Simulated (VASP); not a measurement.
Set up this calculation in VASP 6.6.1, as the native input.

- Task: single point
- Functional: PBE
- Potentials or basis: VASP PAW PBE potentials, release 64 (Li_sv, Br)
- Cutoff: 750 eV
- k mesh: 6 × 6 × 6
- Occupations: gaussian, width 0.01 eV
- Spin: no spin polarisation
- Dipole correction: no
- Further INCAR settings: ALGO = Normal; EDIFF = 1e-06; NBANDS = 12

The structure of LiBr lies in POSCAR:

```
LiBr
1.0
    0.0000000000      2.6931065861      2.6931065861
    2.6931065861      0.0000000000      2.6931065861
    2.6931065861      2.6931065861      0.0000000000
Li Br
1 1
Direct
    0.0000000000      0.0000000000      0.0000000000
    0.5000000000      0.5000000000      0.5000000000
```

This cell differs from its parent crystal: volume changed by -5%.

These files were run (other wordings do the same):

INCAR

```
SYSTEM = LiBr
  PREC = Accurate
  ENCUT = 750
  EDIFF = 1E-6
  ISMEAR = 0
  SIGMA = 0.01
  LREAL = .False.
  LASPH = .True.
  NELM = 120
  ALGO = Normal
  ISIF = 2
  LWAVE = .False.
  LCHARG = .True.
  GGA = PE
  LELF = .True.
  LVHAR = .True.
  NBANDS = 12
  GGA_COMPAT = .False.
```

KPOINTS

```
regular mesh
0
Gamma
  6 6 6
  0 0 0
```

Potentials or basis: VASP PAW PBE potentials, release 64 (Li_sv, Br).

Command:

```console
$ cat potpaw_PBE.64/Li_sv/POTCAR potpaw_PBE.64/Br/POTCAR > POTCAR
$ mpirun -np 1 vasp_std > vasp.out
```

Results of the run:

```yaml
Pressure: 2.0 GPa
Band_gap_on_the_k_mesh: 5.23 eV, direct
```

Wall time 18 s on 1 thread of Intel(R) Xeon(R) Platinum 8488C (Sapphire Rapids), with other jobs on the host, peak memory 0.19 GiB.
